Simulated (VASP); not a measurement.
# Hf (I4/mmm) in VASP: further runs, part 2 of 2

VASP 6.6.1. The steps go on from the part before.

### 4 Single point, LDA (22.38 Å³/atom)

This run uses another cell than the first one, of 22.38 Å³/atom.

Contents of INCAR:

```
SYSTEM = Hf
PREC = Accurate ; ENCUT = 520
EDIFF = 1E-6 ; ISMEAR = 0
SIGMA = 0.15 ; LREAL = .False.
LASPH = .True. ; NELM = 100
ALGO = Fast ; ISIF = 2
LWAVE = .False. ; LCHARG = .False.
GGA = CA ; NBANDS = 11
```

Contents of KPOINTS:

```
Automatic mesh
0
Gamma
  20 20 20
  0 0 0
```

Contents of POSCAR:

```
Hf
1.0
    0.0000000000      2.4790938986      1.8203986498
    2.4790938986      0.0000000000      1.8203986498
    2.4790938986      2.4790938986      0.0000000000
Hf
1
Direct
    0.0000000000      0.0000000000      0.0000000000
```

Potentials or basis: VASP PAW LDA potentials, release 64 (Hf_pv).

Launch:

```console
cat potpaw_LDA.64/Hf_pv/POTCAR > POTCAR
mpirun -np 1 vasp_std > vasp.out
```

OUTCAR:

```text
SYSTEM = Hf
   PREC = Accurate
   ENCUT = 520
   EDIFF = 1E-6
   ISMEAR = 0
   LREAL = .False.
   LASPH = .True.
   NELM = 100
   ISIF = 2
   GGA = CA

 ion  position               nearest neighbor table
   1  0.000  0.000  0.000-

  LATTYP: Found a body centered tetragonal cell.
 ALAT       =     3.5059682138
 C/A-ratio  =     1.0384570189

  Lattice vectors:

 A1 = (   0.0000000000,  -2.4790938986,  -1.8203986498)
 A2 = (   0.0000000000,   2.4790938986,  -1.8203986498)
 A3 = (   2.4790938986,   0.0000000000,   1.8203986498)

Analysis of symmetry for initial positions (statically):
=====================================================================
 Subroutine PRICEL returns:
 Original cell was already a primitive cell.

 Routine SETGRP: Setting up the symmetry group for a
 body centered tetragonal supercell.

 Subroutine GETGRP returns: Found 16 space group operations
 (whereof 16 operations were pure point group operations)
 out of a pool of 16 trial point group operations.

The static configuration has the point symmetry D_4h.

Analysis of symmetry for dynamics (positions and initial velocities):
=====================================================================
[... 161 lines left out ...]
 fundamental gap:      0.0011798233
 Fermi energy:         4.4492433114

 k-point     1 :       0.0000    0.0000    0.0000
  band No.  band energies     occupation
      1     -25.2267      2.00000
      2     -25.2260      2.00000
      3     -25.2260      2.00000
      4      -2.5260      2.00000
      5       5.7658      0.00000
      6       5.7658      0.00000
      7       6.1667      0.00000
      8       8.3880      0.00000
      9       8.9450      0.00000
     10      17.4411      0.00000
     11      18.0232      0.00000
[... 309 lines left out ...]
 k-point    24 :      -0.3500    0.0500    0.0000
  band No.  band energies     occupation
      1     -25.9003      2.00000
      2     -25.4421      2.00000
      3     -25.2438      2.00000
      4       0.6590      2.00000
      5       4.4444      1.03649
      6       4.7244      0.00947
      7       7.9565      0.00000
      8       9.4123      0.00000
      9       9.8643      0.00000
     10      16.1275      0.00000
     11      16.7089      0.00000

 [... further k-points ...]
[... 5 lines left out ...]
  --------------------------------------------------------------------------------------
  -------------------------------------------------------------------------------------
  Total       -1.2913845     -1.2913845     -1.1043421      0.0000000      0.0000000     -0.0000000
  in kB      -92.4663466    -92.4663466    -79.0736461      0.0000000      0.0000000     -0.0000000
  external PRESSURE =     -88.0021131 kB  Pullay stress =       0.0000000 kB

 VOLUME and BASIS-vectors are now :
 -----------------------------------------------------------------------------
  energy-cutoff  :      520.00
  volume of cell :       22.38
      direct lattice vectors                 reciprocal lattice vectors
     0.000000000  2.479093899  1.820398650    -0.201686592  0.201686592  0.274665113
     2.479093899  0.000000000  1.820398650     0.201686592 -0.201686592  0.274665113
     2.479093899  2.479093899  0.000000000     0.201686592  0.201686592 -0.274665113

 POSITION                                       TOTAL-FORCE (eV/Angst)
 -----------------------------------------------------------------------------------
      0.00000      0.00000      0.00000         0.000000     -0.000000      0.000000
 -----------------------------------------------------------------------------------
    total drift:                               -0.000000     -0.000000      0.000000

  FREE ENERGIE OF THE ION-ELECTRON SYSTEM (eV)
  ---------------------------------------------------
  free  energy   TOTEN  =       -10.5037243522 eV

  energy  without entropy=      -10.4822244105  energy(sigma->0) =      -10.49297438
```

stdout:

```text
POSCAR found type information on POSCAR Hf
 POSCAR found :  1 types and       1 ions
 scaLAPACK will be used
 LDA part: xc-table for (Slater(with rela. corr.)+CA(PZ))
 , standard interpolation
 POSCAR, INCAR and KPOINTS ok, starting setup
 FFT: planning ... GRIDC
 FFT: planning ... GRID_SOFT
 FFT: planning ... GRID
 WAVECAR not read
 entering main loop
```

Run time: 91 s. Hardware: 1 thread of Intel Xeon Platinum 8488C (Sapphire Rapids), shared host; peak memory 0.26 GiB.

What came out:

| Quantity | Value |
| --- | --- |
| Free energy | -10.5037 eV |
| Pressure | -8.8 GPa |
| Band gap on the k mesh | zero (bands 5 and 6 overlap by 2.08 eV) |

Caveat: the cell stands under tension; spin-orbit coupling is left out, which moves the levels of the heavy elements.

### 5 Single point, LDA (22.38 Å³/atom)

This run uses another cell than the first one, of 22.38 Å³/atom.

Contents of INCAR:

```
  PREC = Accurate
  ENCUT = 520
  EDIFF = 1E-7
  ISMEAR = 0
  SIGMA = 0.15
  LREAL = F
  LASPH = T
  NELM = 80
  ALGO = Fast
  ISIF = 2
  LWAVE = F
  LCHARG = T
  GGA = CA
  LELF = T
  LVHAR = T
  NBANDS = 11
```

Contents of KPOINTS:

```
regular mesh
0
Gamma
  20 20 20
```

Contents of POSCAR:

```
Hf
1.0
    0.0000000000      2.5437732494      1.7290026776
    2.5437732494      0.0000000000      1.7290026776
    2.5437732494      2.5437732494      0.0000000000
Hf
1
Direct
    0.0000000000      0.0000000000      0.0000000000
```

Launch:

```console
cat potpaw_LDA.64/Hf_pv/POTCAR > POTCAR
mpirun -np 1 vasp_std > vasp.out
```

It took 1.8 min on 1 thread of Intel Xeon Platinum 8488C (Sapphire Rapids), shared host; peak memory 0.26 GiB.

It converged, with:

```yaml
Free_energy: -10.5046 eV
Pressure: -8.8 GPa
Band_gap_on_the_k_mesh: zero (bands 5 and 6 overlap by 2.12 eV)
```

Stress tensor (GPa, compression positive):
```
 -8.18   0.00   0.00
  0.00  -8.18   0.00
  0.00   0.00 -10.06
```

Levels at points of the mesh, in eV from the Fermi level:
| k point | band 1 | band 2 | band 3 | band 4 | band 5 | band 6 | band 7 | band 8 | band 9 | band 10 |
| --- | --- | --- | --- | --- | --- | --- | --- | --- | --- | --- |
| (0.00, 0.00, 0.00) | -29.68 | -29.68 | -29.67 | -6.98 | 1.16 | 1.60 | 1.60 | 3.91 | 4.52 | 13.17 |
| (0.50, 0.00, 0.00) | -30.51 | -29.96 | -29.69 | -3.35 | -0.70 | 1.29 | 4.14 | 5.24 | 7.54 | 10.15 |
| (0.50, 0.50, 0.00) | -30.28 | -30.28 | -30.22 | -2.63 | -2.53 | 6.65 | 6.65 | 6.79 | 7.00 | 7.00 |
| (0.50, 0.00, 0.50) | -30.52 | -29.93 | -29.67 | -3.41 | -0.24 | 1.05 | 3.66 | 4.84 | 7.45 | 9.98 |

Caveat: the cell stands under tension; spin-orbit coupling is left out, which moves the levels of the heavy elements.

### 6 The runs side by side

| cell | further INCAR settings | gap on the mesh (eV) | pressure (GPa) |
| --- | --- | --- | --- |
| a = 2.998, b = 2.998, c = 3.417 Å, angles 55.3, 55.3, 69.5°, 1 atom | ALGO = Fast; EDIFF = 1e-06; NBANDS = 11 | none | -1.5 |
| a = 2.998, b = 2.998, c = 3.506 Å, angles 54.2, 54.2, 71.6°, 1 atom | ALGO = Fast; EDIFF = 1e-06; NBANDS = 11 | none | -1.5 |
| a = 3.076, b = 3.076, c = 3.506 Å, angles 55.3, 55.3, 69.5°, 1 atom | ALGO = Fast; EDIFF = 1e-06; NBANDS = 11 | none | -8.8 |
| a = 3.076, b = 3.076, c = 3.597 Å, angles 54.2, 54.2, 71.6°, 1 atom | ALGO = Fast; EDIFF = 1e-07; NBANDS = 11 | none | -8.8 |

Alike in all rows: task single point; level LDA; potentials or basis VASP PAW LDA potentials, release 64 (Hf_pv); no spin polarisation; k mesh 20 × 20 × 20; cutoff (eV) 520; smearing gaussian 0.15 eV.

Caveats: spin-orbit coupling is left out, which moves the levels of the heavy elements; the cell stands under tension (at least some runs).

Total energies depend on the potentials used, so only differences within one code and one set of settings carry meaning.
